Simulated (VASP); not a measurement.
Crystal: ZnO.

```
Zn O
1.0
     5.60857    0.00000    0.00000
     0.00000    5.60857    0.00000
     0.00000    0.00000    3.27897
Zn O
4 4
Direct
  0.18167 0.18167 0.50000
  0.81833 0.81833 0.50000
  0.68167 0.31833 0.00000
  0.31833 0.68167 0.00000
  0.81844 0.18156 0.50000
  0.18156 0.81844 0.50000
  0.68156 0.68156 0.00000
  0.31844 0.31844 0.00000
```

* Program: VASP 6.6.1
* Task: relaxation of cell and atoms
* Functional: r2SCAN
* Potentials or basis: VASP PAW PBE potentials, release 64 (Zn, O)
* Cutoff: 600 eV
* k mesh: 4 × 4 × 8
* Occupations: fermi-dirac, width 0.02 eV
* Spin: no spin polarisation

At the start: pressure -4.8 GPa; volume 12.89 Å³/atom.

**Question.** How do energy, volume and symmetry change on relaxing?

**Answer.** Over 13 steps the energy falls by 7.9 meV/atom and the volume is 12.40 Å³/atom (-3.8 %); space group P4_2/mnm (No. 136, to 0.1 Å) before and after.

Step by step:
```csv
step,energy change (eV),largest force (eV/Å),pressure (GPa),volume (Å³)
1,0.0000,0.0106,-4.80,103.14
2,-0.0460,0.0279,2.99,97.48
3,-0.0615,0.0149,0.17,99.27
4,-0.0615,0.0140,0.03,99.40
5,-0.0614,0.0134,-0.09,99.48
6,-0.0621,0.0437,-0.11,99.44
7,-0.0622,0.0562,-0.13,99.42
8,-0.0628,0.0404,0.01,99.32
9,-0.0631,0.0292,0.11,99.24
10,-0.0634,0.0076,0.26,99.10
11,-0.0635,0.0095,0.05,99.21
12,-0.0635,0.0108,-0.01,99.24
13,-0.0635,0.0040,0.02,99.24
```

Final structure:
```
Zn O
1.0
     5.51707    0.00000    0.00000
     0.00000    5.51707    0.00000
     0.00000    0.00000    3.26024
Zn O
4 4
Direct
  0.18192 0.18192 0.50000
  0.81808 0.81808 0.50000
  0.68192 0.31808 0.00000
  0.31808 0.68192 0.00000
  0.81720 0.18280 0.50000
  0.18280 0.81720 0.50000
  0.68280 0.68280 0.00000
  0.31720 0.31720 0.00000
```

Caveat: the PAW data sets were made with another functional, which shifts forces and pressure a little.
